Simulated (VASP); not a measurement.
Pd: single point with revPBE

Crystal: Pd.

```
Pd
1.0
    -1.60186    1.60186    1.60186
     1.60186   -1.60186    1.60186
     1.60186    1.60186   -1.60186
Pd
1
Direct
  0.00000 0.00000 0.00000
```

This isn't the form of Pd at room conditions, which is fcc.

```yaml
Program: VASP 6.6.1
Task: single point
Functional: revPBE
Potentials_or_basis: VASP PAW PBE potentials, release 64 (Pd)
Cutoff: 500 eV
k_mesh: 16 × 16 × 16
Occupations: fermi-dirac, width 0.1 eV
Spin: no spin polarisation
Dipole_correction: no
Further_INCAR_settings: ALGO = Normal; EDIFF = 1e-06; NBANDS = 11
```

```
Pressure               : -5.4 GPa
Band gap on the k mesh : zero (bands 5 and 6 overlap by 1.39 eV)
```

Levels at points of the mesh, in eV from the Fermi level:
```csv
k point,band 1,band 2,band 3,band 4,band 5,band 6,band 7,band 8,band 9,band 10
"(0.00, 0.00, 0.00)",-6.32,-2.51,-2.51,-2.51,-0.83,-0.83,19.10,19.10,19.10,26.54
"(0.50, 0.00, 0.00)",-4.51,-3.52,-0.89,-0.64,0.48,1.60,7.10,14.85,16.83,22.81
"(0.50, 0.50, 0.50)",-4.42,-4.42,0.15,0.15,0.15,8.87,8.87,8.87,16.05,16.43
```

Run time: 29 s on 1 thread of AMD EPYC 7R13, on a shared host, peak memory 0.11 GiB.

Caveat: the cell stands under tension; the PAW data sets were made with another functional, which shifts forces and pressure a little.
